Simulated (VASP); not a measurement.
# NbTc (Cmmm) in VASP: a series of runs, part 3 of 3

VASP 6.6.1. The steps go on from the part before.

## Step 6: Single point, LDA

This run uses another cell than the first one, of 16.60 Å³/atom, 1.116 times its volume.

Input file INCAR:

```
PREC = Accurate
ENCUT = 520
EDIFF = 1E-6
ISMEAR = -1
SIGMA = 0.1
LREAL = False
LASPH = True
NELM = 60
ALGO = Normal
ISIF = 2
LWAVE = False
LCHARG = False
NBANDS = 20
```

Input file KPOINTS:

```
regular mesh
0
Gamma
  11 11 7
```

Input file POSCAR:

```
NbTc
1.0
    1.6073718996     -2.3186421844      0.0000000000
    1.6073718996      2.3186421844      0.0000000000
    0.0000000000      0.0000000000      4.4533690394
Nb Tc
1 1
Direct
    0.0000000000      0.0000000000      0.0000000000
    0.5000000000      0.5000000000      0.5000000000
```

Potentials or basis: VASP PAW LDA potentials, release 64 (Nb_sv, Tc_pv).

Run with:

```bash
> cat potpaw_LDA.64/Nb_sv/POTCAR potpaw_LDA.64/Tc_pv/POTCAR > POTCAR
> mpirun -np 1 vasp_std > vasp.out
```

OUTCAR:

```text
PREC = Accurate
   ENCUT = 520
   EDIFF = 1E-6
   ISMEAR = -1
   LREAL = False
   LASPH = True
   NELM = 60
   ISIF = 2

 ion  position               nearest neighbor table
   1  0.000  0.000  0.000-   2 2.75   2 2.75   2 2.75   2 2.75   2 3.21   2 3.21   2 3.21   2 3.21

   2  0.500  0.500  0.500-   1 2.75   1 2.75   1 2.75   1 2.75   1 3.21   1 3.21   1 3.21   1 3.21

  LATTYP: Found a base centered orthorhombic cell.
 ALAT       =     3.2147437992
 B/A-ratio  =     1.4425051135
 C/A-ratio  =     1.3852951643

  Lattice vectors:

 A1 = (   1.6073718996,  -2.3186421844,   0.0000000000)
 A2 = (   1.6073718996,   2.3186421844,   0.0000000000)
 A3 = (   0.0000000000,   0.0000000000,   4.4533690394)

Analysis of symmetry for initial positions (statically):
=====================================================================
 Subroutine PRICEL returns:
 Original cell was already a primitive cell.

 Routine SETGRP: Setting up the symmetry group for a
 base centered orthorhombic supercell.

 Subroutine GETGRP returns: Found  8 space group operations
 (whereof  8 operations were pure point group operations)
 out of a pool of  8 trial point group operations.

The static configuration has the point symmetry D_2h.

Analysis of symmetry for dynamics (positions and initial velocities):
=====================================================================
 Subroutine PRICEL returns:
 Original cell was already a primitive cell.

 Routine SETGRP: Setting up the symmetry group for a
 base centered orthorhombic supercell.

 Subroutine GETGRP returns: Found  8 space group operations
 (whereof  8 operations were pure point group operations)
 out of a pool of  8 trial point group operations.

The dynamic configuration has the point symmetry D_2h.

[... 103 lines left out ...]
   NFREE  =      0    steps in history (QN), initial steepest desc. (CG)
   ISIF   =      2    stress and relaxation
   ISYM   =      2    0-nonsym 1-usesym 2-fastsym
   POTIM  = 0.5000    time-step for ionic-motion
   TEBEG  =    0.0;   TEEND  =   0.0 temperature during run
   PSTRESS=    0.0 pullay stress
   NELECT =      26.0000    total number of electrons
   NUPDOWN=      -1.0000    fix difference up-down
   EMIN   =  10.00;   EMAX   =-10.00  energy-range for DOS
   EFERMI =   0.00;   METHOD = LEGACY
   ISMEAR =    -1;   SIGMA  =   0.10  broadening in eV -4-tet -1-fermi 0-gaus
   EFERMI_NEDOS =   21; number of points for ismear=-14 and -15
   IALGO  =     38    algorithm
   IMIX   =      4    mixing-type and parameters
     AMIX     =   0.40;   BMIX     =  1.00
     AMIX_MAG =   1.60;   BMIX_MAG =  1.00
  volume/ion in A,a.u.               =      16.60       112.00
  Fermi-wavevector in a.u.,A,eV,Ry     =   1.509071  2.851731 30.984485  2.277295
  Thomas-Fermi vector in A             =   2.619442
   LORBIT       =      0    0 simple, 1 ext, 2 COOP (PROOUT), +10 PAW based schemes
   GGA     = CA    functional components
   LHFCALC =     F    Hartree Fock is set to
   AEXX    =    0.0000 exact exchange contribution
   IVDW    =     0    specifies the selected vdW correction
   LEPSILON=     F    determine dielectric tensor
   LRPA    =     F    only Hartree local field effects (RPA)
 non-spin polarized calculation
  energy-cutoff  :      520.00
  volume of cell :       33.19
 maximum number of plane-waves:       907
 NGX is ok and might be reduce to    24
   NGX = 11   NGY = 11   NGZ = 17

 number of electron      25.9999998 magnetization

 Free energy of the ion-electron system (eV)
  ---------------------------------------------------
  ext. energy  EPLUGINS =         0.00000000
  ---------------------------------------------------
  free energy    TOTEN  =       -23.13237884 eV

  energy without entropy =      -23.07540950  energy(sigma->0) =      -23.10389417

 E-fermi :  11.6210     XC(G=0): -13.1699

 val. band max:       11.6118080360   @ k =   0.4545   0.4545   0.1429
 cond. band min:      11.6375910445   @ k =  -0.0909   0.0909   0.2857
 fundamental gap:      0.0257830085
 Fermi energy:        11.6209917267

 k-point     1 :       0.0000    0.0000    0.0000
  band No.  band energies     occupation
      1     -42.9626      2.00000
      2     -27.2544      2.00000
      3     -27.0159      2.00000
      4     -26.8719      2.00000
      5     -19.1883      2.00000
      6     -18.6522      2.00000
[... 541 lines left out ...]
     19      17.9458      0.00000
     20      22.6319      0.00000

 [... further k-points ...]
[... 5 lines left out ...]
  --------------------------------------------------------------------------------------
  -------------------------------------------------------------------------------------
  Total       -3.6339590     -3.3390577     -3.7755176      0.0000000      0.0000000      0.0000000
  in kB     -175.3968599   -161.1631414   -182.2293359      0.0000000      0.0000000      0.0000000
  external PRESSURE =    -172.9297791 kB  Pullay stress =       0.0000000 kB

 VOLUME and BASIS-vectors are now :
 -----------------------------------------------------------------------------
  energy-cutoff  :      520.00
  volume of cell :       33.19
      direct lattice vectors                 reciprocal lattice vectors
     1.607371900 -2.318642184  0.000000000     0.311066779 -0.215643450  0.000000000
     1.607371900  2.318642184  0.000000000     0.311066779  0.215643450  0.000000000
     0.000000000  0.000000000  4.453369039     0.000000000  0.000000000  0.224549098

 POSITION                                       TOTAL-FORCE (eV/Angst)
 -----------------------------------------------------------------------------------
      0.00000      0.00000      0.00000         0.000000      0.000000      0.000000
      1.60737      0.00000      2.22668        -0.000000      0.000000      0.000000
 -----------------------------------------------------------------------------------
    total drift:                                0.000000      0.000000     -0.000000

  FREE ENERGIE OF THE ION-ELECTRON SYSTEM (eV)
  ---------------------------------------------------
  free  energy   TOTEN  =       -23.1323788360 eV

  energy  without entropy=      -23.0754094976  energy(sigma->0) =      -23.10389417
```

stdout:

```text
POSCAR found type information on POSCAR NbTc
 POSCAR found :  2 types and       2 ions
 scaLAPACK will be used
 LDA part: xc-table for (Slater(with rela. corr.)+CA(PZ))
 , standard interpolation
 POSCAR, INCAR and KPOINTS ok, starting setup
 FFT: planning ... GRIDC
 FFT: planning ... GRID_SOFT
 FFT: planning ... GRID
 WAVECAR not read
 entering main loop
```

Wall time 48 s (1 thread of Intel Xeon Platinum 8488C (Sapphire Rapids), shared host); peak memory 0.2 GiB.

What came out:

| Quantity | Value |
| --- | --- |
| Free energy | -23.1324 eV |
| Pressure | -17.3 GPa |
| Band gap on the k mesh | zero (band 13 reaches 13.36 eV, above the bottom of band 14 at 10.82 eV) |

Stress tensor (GPa, compression positive):
```
-17.54   0.00   0.00
  0.00 -16.12   0.00
  0.00   0.00 -18.22
```

Levels at points of the mesh, in eV from the Fermi level:
```
           k point  band 10  band 11  band 12  band 13  band 14  band 15  band 16  band 17
(0.00, 0.00, 0.00)    -3.04    -1.54    -1.24    -0.60     0.67     0.87     2.01     2.64
```

## Step 7: Summary

| cell | gap on the mesh (eV) | pressure (GPa) |
| --- | --- | --- |
| a = 2.720, b = 2.720, c = 4.293 Å, angles 90.0, 90.0, 110.5°, 2 atoms | none | 9.3 |
| a = 2.746, b = 2.746, c = 4.335 Å, angles 90.0, 90.0, 110.5°, 2 atoms | none | 1.1 |
| a = 2.772, b = 2.772, c = 4.375 Å, angles 90.0, 90.0, 110.5°, 2 atoms | none | -5.9 |
| a = 2.797, b = 2.797, c = 4.414 Å, angles 90.0, 90.0, 110.5°, 2 atoms | none | -12.0 |
| a = 2.821, b = 2.821, c = 4.453 Å, angles 90.0, 90.0, 110.5°, 2 atoms | none | -17.3 |

Alike in all rows: task single point; level LDA; potentials or basis VASP PAW LDA potentials, release 64 (Nb_sv, Tc_pv); no spin polarisation; k mesh 11 × 11 × 7; cutoff (eV) 520; smearing fermi-dirac 0.1 eV.

Total energies depend on the potentials used, so only differences within one code and one set of settings carry meaning.
